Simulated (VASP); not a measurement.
Here is a VASP 6.6.1 calculation.

Contents of INCAR:

```
SYSTEM = BN
  ALGO = Normal
  EDIFF = 1E-6
  ENCUT = 520
  GGA = PE
  ISIF = 2
  ISMEAR = 0
  IVDW = 12
  LASPH = .True.
  LCHARG = .True.
  LELF = .True.
  LREAL = .False.
  LVHAR = .True.
  LWAVE = .False.
  NBANDS = 16
  NELM = 80
  PREC = Accurate
  SIGMA = 0.05
```

The input KPOINTS:

```
k-points
0
Gamma
  12 12 4
  0 0 0
```

The input POSCAR:

```
BN
1.0
    2.5061233057      0.0000000000      0.0000000000
   -1.2530616528      2.1703664477      0.0000000000
    0.0000000000      0.0000000000      6.5973571420
B N
2 2
Direct
    0.0221160809      0.0442321619      0.4272435932
    0.3333333333      0.6666666667      0.0000000000
    0.0000000000      0.0000000000      0.0000000000
    0.6666666667      0.3333333333      0.5000000000
```

Potentials or basis: VASP PAW PBE potentials, release 64 (B, N).

Launch:

```sh
$ cat potpaw_PBE.64/B/POTCAR potpaw_PBE.64/N/POTCAR > POTCAR
$ mpirun -np 1 vasp_std > vasp.out
```

**Question.** Predict the pressure.

**Answer.** -4.7 GPa.

**Question.** Estimate the band gap on the k mesh.

**Answer.** 2.03 eV, indirect (least direct gap 2.06 eV).

**Question.** Predict the dispersion energy per atom.

**Answer.** -0.143 eV.

**Question.** Predict the largest force.

**Answer.** 6.704 eV/Å.

Forces on the atoms (eV/Å):
```
B    0.000 -2.043  6.385
B    0.000  0.001 -0.389
N    0.000  0.010  0.324
N    0.000  2.032 -6.320
```

Caveat: the cell differs from its parent crystal (atom 1 (B) moved by +0.096 Å along [1 2 0] and -0.480 Å along [0 0 1]); forces of over 1 eV/Å act on the atoms, so gaps and moduli don't describe the material at rest. A k mesh can miss the band edges.
